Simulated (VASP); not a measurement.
# Ge (Cmcm) in VASP: further runs, part 2 of 2

VASP 6.6.1. Earlier steps stand in the parts before.

### 4 Relaxation of cell and atoms, PBEsol, target pressure 20 GPa, at which the enthalpy is minimised

The input, INCAR:

```
SYSTEM = Ge
PREC = Accurate
ENCUT = 500
EDIFF = 1E-7
ISMEAR = -1
SIGMA = 0.3
LREAL = .FALSE.
LASPH = .TRUE.
NELM = 120
ALGO = Normal
ISIF = 3
LWAVE = .FALSE.
LCHARG = .FALSE.
GGA = PS
IBRION = 2
NSW = 80
EDIFFG = -0.01
PSTRESS = 200.0
GGA_COMPAT = .FALSE.
NELMIN = 4
```

The input, KPOINTS:

```
regular mesh
0
G
  9 9 5
  0 0 0
```

The input, POSCAR:

```
Ge
1.0
    1.4880530000     -2.5946895000      0.0000000000
    1.4880530000      2.5946895000      0.0000000000
    0.0000000000      0.0000000000      4.7275960000
Ge
2
Direct
    0.6665530000      0.3334470000      0.7500000000
    0.3334470000      0.6665530000      0.2500000000
```

Potentials or basis: VASP PAW PBE potentials, release 64 (Ge_d).

Launch:

```console
$ cat potpaw_PBE.64/Ge_d/POTCAR > POTCAR
$ mpirun -np 1 vasp_std > vasp.out
```

OUTCAR:

```text
SYSTEM = Ge
   PREC = Accurate
   ENCUT = 500
   EDIFF = 1E-7
   ISMEAR = -1
   LREAL = .FALSE.
   LASPH = .TRUE.
   NELM = 120
   ISIF = 3
   GGA = PS
   IBRION = 2
   NSW = 80
   EDIFFG = -0.01
   PSTRESS = 200.0
   NELMIN = 4

 ion  position               nearest neighbor table
   1  0.667  0.333  0.750-
   2  0.333  0.667  0.250-

  LATTYP: Found a base centered orthorhombic cell.
 ALAT       =     2.9761060000
 B/A-ratio  =     1.7436808366
 C/A-ratio  =     1.5885173445

  Lattice vectors:

 A1 = (   1.4880530000,  -2.5946895000,   0.0000000000)
 A2 = (   1.4880530000,   2.5946895000,   0.0000000000)
 A3 = (   0.0000000000,   0.0000000000,   4.7275960000)

Analysis of symmetry for initial positions (statically):
=====================================================================
 Subroutine PRICEL returns:
 Original cell was already a primitive cell.

 Routine SETGRP: Setting up the symmetry group for a
 base centered orthorhombic supercell.

 Subroutine GETGRP returns: Found  8 space group operations
 (whereof  4 operations were pure point group operations)
 out of a pool of  8 trial point group operations.

The static configuration has the point symmetry C_2h.
 The point group associated with its full space group is D_2h.

[... 170 lines left out ...]
  Total        0.0076718     -0.0405204      0.4889505      0.0000000      0.0000000      0.0000000
  in kB        0.3366927     -1.7783211     21.4585958      0.0000000      0.0000000      0.0000000
  external PRESSURE =    -193.3276775 kB  Pullay stress =     200.0000000 kB
[... 25 lines left out ...]
--------------------------------------- Ionic step        2  -------------------------------------------

 number of electron      27.9999979 magnetization

 E-fermi :  11.5751     XC(G=0): -13.4397

 val. band max:       11.5323717050   @ k =   0.1111   0.0000   0.4000
 cond. band min:      11.7366914473   @ k =  -0.4444   0.3333   0.2000
 fundamental gap:      0.2043197423
 Fermi energy:        11.5750827150

 k-point     1 :       0.0000    0.0000    0.0000
  band No.  band energies     occupation
      1     -13.6684      2.00000
      2     -13.5944      2.00000
      3     -13.5858      2.00000
      4     -13.5776      2.00000
      5     -13.5577      2.00000
      6     -13.5506      2.00000
[... 566 lines left out ...]
  energy  without entropy=       -8.9198373661  energy(sigma->0) =       -9.03146406

  enthalpy is  TOTEN    =        -5.2913949847 eV   P V=        3.8516957666

[... ionic steps 4 to 12 ...]

--------------------------------------- Ionic step       13  -------------------------------------------

 number of electron      28.0000001 magnetization

------------------------ aborting loop because EDIFF is reached ----------------------------------------
[... 71 lines left out ...]
--------------------------------------- Ionic step       15  -------------------------------------------

 number of electron      27.9999999 magnetization

 Free energy of the ion-electron system (eV)
  ---------------------------------------------------
  ext. energy  EPLUGINS =         0.00000000
  ---------------------------------------------------
  free energy    TOTEN  =        -9.13531122 eV

  energy without entropy =       -8.90773363  energy(sigma->0) =       -9.02152242

 E-fermi :   9.0998     XC(G=0): -12.5114

 val. band max:        9.0594593234   @ k =   0.1111   0.1111   0.4000
 cond. band min:       9.1036153532   @ k =  -0.4444   0.2222   0.4000
 fundamental gap:      0.0441560299
 Fermi energy:         9.0998400280

 k-point     1 :       0.0000    0.0000    0.0000
  band No.  band energies     occupation
      1     -15.7151      2.00000
      2     -15.7000      2.00000
      3     -15.6818      2.00000
      4     -15.6813      2.00000
      5     -15.6677      2.00000
      6     -15.6676      2.00000
[... 528 lines left out ...]
  energy  without entropy=       -8.9077336284  energy(sigma->0) =       -9.02152242

  enthalpy is  TOTEN    =        -5.2992383644 eV   P V=        3.8360728510

 reached required accuracy - stopping structural energy minimisation
```

OSZICAR:

```text
N       E                     dE             d eps       ncg     rms          rms(c)
DAV:   1     0.149477340016E+03    0.14948E+03   -0.14888E+04  2794   0.439E+03
DAV:   2     0.760989695665E+01   -0.14187E+03   -0.13938E+03  2702   0.502E+02
[... 126 lines left out ...]
  14 F= -.52992239E+01 E0= -.51853947E+01  d E =-.996897E-04
       N       E                     dE             d eps       ncg     rms          rms(c)
DAV:   1    -0.913552701925E+01   -0.25038E-03   -0.39562E-03  3362   0.634E-01    0.892E-02
DAV:   2    -0.913538695402E+01    0.14007E-03   -0.22164E-04  3624   0.343E-01    0.548E-02
DAV:   3    -0.913531018049E+01    0.76774E-04   -0.11872E-04  4258   0.276E-01    0.523E-03
DAV:   4    -0.913531123656E+01   -0.10561E-05   -0.18003E-05  2814   0.529E-02    0.365E-03
DAV:   5    -0.913531121544E+01    0.21126E-07   -0.28963E-07  2350   0.147E-02
  15 F= -.52992384E+01 E0= -.51854496E+01  d E =-.114181E-03
```

CONTCAR:

```text
Ge
   1.00000000000000
     1.3852359888818659   -2.4000336872641017    0.0000000000000000
     1.3852359888818659    2.4000336872641017   -0.0000000000000000
     0.0000000000000000   -0.0000000000000000    4.6216423442440409
  Ge
     2
Direct
     0.6661789024314249    0.3338210975685752    0.7500000000000000
     0.3338210975685752    0.6661789024314249    0.2500000000000000

  0.00000000E+00  0.00000000E+00  0.00000000E+00
  0.00000000E+00  0.00000000E+00  0.00000000E+00
```

Wall time 5.3 min (1 thread of Intel Xeon Platinum 8259CL at 2.50GHz (Skylake/Cascade Lake), shared host); peak memory 0.19 GiB.

What came out:

```yaml
Free_energy: -9.1353 eV
Relaxed_volume: 15.37 Å³/atom
Relaxed_cell: a = 2.771 Å, b = 2.771 Å, c = 4.622 Å, α = 90.00°, β = 90.00°, γ = 120.02°
Space_group_after_relaxing_to_0.1_Å: P6_3/mmc (No. 194)
Energy_change_on_relaxing_the_run_minimises_the_enthalpy: +156.0 meV/atom
Ionic_steps: 15
Pressure_after_relaxing: 20.0 GPa
Band_gap_on_the_k_mesh: zero (bands 14 and 15 overlap by 12.43 eV)
```

The path:
| step | energy change (eV) | largest force (eV/Å) | pressure (GPa) | volume (Å³) |
| --- | --- | --- | --- | --- |
| 1 | 0.0000 | 0.0043 | 0.67 | 36.51 |
| 2 | 1.3423 | 0.0146 | 54.90 | 26.06 |
| 3 | 0.3042 | 0.0094 | 19.29 | 30.86 |
| 4 | 0.3199 | 0.0095 | 19.91 | 30.73 |
| 5 | 0.3336 | 0.0096 | 20.46 | 30.62 |
| 6 | 0.3312 | 0.0059 | 20.49 | 30.62 |
| 7 | 0.3281 | 0.0028 | 20.60 | 30.61 |
| 8 | 0.3288 | 0.0052 | 20.74 | 30.60 |
| 9 | 0.2655 | 0.0013 | 18.34 | 31.12 |
| 10 | 0.3117 | 0.0042 | 19.90 | 30.73 |
| 11 | 0.3136 | 0.0043 | 20.15 | 30.72 |
| 12 | 0.3124 | 0.0041 | 20.04 | 30.73 |
| 13 | 0.3121 | 0.0041 | 20.04 | 30.73 |
| 14 | 0.3120 | 0.0010 | 20.03 | 30.73 |
| 15 | 0.3119 | 0.0005 | 20.04 | 30.73 |

Final structure:
```
CELL_PARAMETERS angstrom
1.38524 -2.40003 0.00000
1.38524 2.40003 0.00000
0.00000 0.00000 4.62164
ATOMIC_POSITIONS crystal
Ge 0.66618 0.33382 0.75000
Ge 0.33382 0.66618 0.25000
```

Caveat: the cell is relaxed towards a set pressure, so the run minimises the enthalpy, not the energy; the volume moved by over 15 % at a fixed basis, so the end points are rough; so wide a smearing shifts energies and pressures; the PAW data sets were made with another functional, which shifts forces and pressure a little.

### 5 Overview

| cell | gap on the mesh (eV) | pressure (GPa) |
| --- | --- | --- |
| relaxed to 5 GPa | none | 5.0 |
| relaxed to 10 GPa | none | 10.0 |
| relaxed to 20 GPa | none | 20.0 |

Alike in all rows: task relaxation of cell and atoms; level PBEsol; potentials or basis VASP PAW PBE potentials, release 64 (Ge_d); no spin polarisation; k mesh 9 × 9 × 5; cutoff (eV) 500; smearing fermi-dirac 0.3 eV.

Caveats: the cell is relaxed towards a set pressure, so the run minimises the enthalpy, not the energy; so wide a smearing shifts energies and pressures; the PAW data sets were made with another functional, which shifts forces and pressure a little; the volume moved by over 15 % at a fixed basis, so the end points are rough (at least some runs).

Absolute energies hang on the potentials; compare differences alone.
